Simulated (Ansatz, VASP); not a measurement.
# ZnS in VASP and in Ansatz

```xyz
2
Lattice="0.0000 2.7559 2.7559 2.7559 0.0000 2.7559 2.7559 2.7559 0.0000" Properties=species:S:1:pos:R:3 pbc="T T T"
Zn    0.0000    0.0000    0.0000
S     4.1338    4.1338    4.1338
```

Alike in both runs: functional RPBE; k mesh 10 × 10 × 10; occupations gaussian, width 0.02 eV; no spin polarisation.

Ansatz relaxed the structure, and its values are those at the end. VASP's run is a single point on that final structure, the one shown.

```csv
,VASP,Ansatz
version,VASP 6.6.1,Ansatz 0.2.0
potentials or method,"VASP PAW PBE potentials, release 64 (Zn, S), cutoff 500 eV","scalar-relativistic, plane waves, PAW"
valence electrons in the cell,18,18
```

VASP gave:

- gap on the k mesh at the Fermi level (eV): 2.03
- least direct gap on the mesh (eV): 2.03
- pressure (GPa): 0.1

Estimate Ansatz's values.

gap on the k mesh at the Fermi level (eV): 2.03; least direct gap on the mesh (eV): 2.03; pressure (GPa): 0.0.

VASP's potentials were made for PBE, not for RPBE.
